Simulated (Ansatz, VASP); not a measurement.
**Te: VASP beside Ansatz**

```xyz
1
Lattice="2.7011 0.0000 0.0000 0.0000 2.7011 0.0000 0.0000 0.0000 2.7011" Properties=species:S:1:pos:R:3 pbc="T T T"
Te    0.0000    0.0000    0.0000
```

Change from the starting cell: volume scaled by 0.6, LAPW.

Alike in both runs: task single point; functional PBE; k mesh 12 × 12 × 12; occupations fermi-dirac, width 0.08 eV; no spin polarisation.

|  | VASP | Ansatz |
| --- | --- | --- |
| version | VASP 6.6.1 | Ansatz 0.2.0 |
| potentials or method | VASP PAW PBE potentials, release 64 (Te), cutoff 520 eV | all-electron LAPW, scalar-relativistic |

|  | VASP | Ansatz | Ansatz less VASP |
| --- | --- | --- | --- |
| pressure (GPa) | 77.0 | 76.4 | -0.54 |

Both programs put the cell under a high pressure, so it lies far from rest at this level. Ansatz ran all-electron here, and VASP with PAW potentials.

Neither program's run includes spin-orbit coupling. Noted on VASP's run: the cell as given lies far from equilibrium.
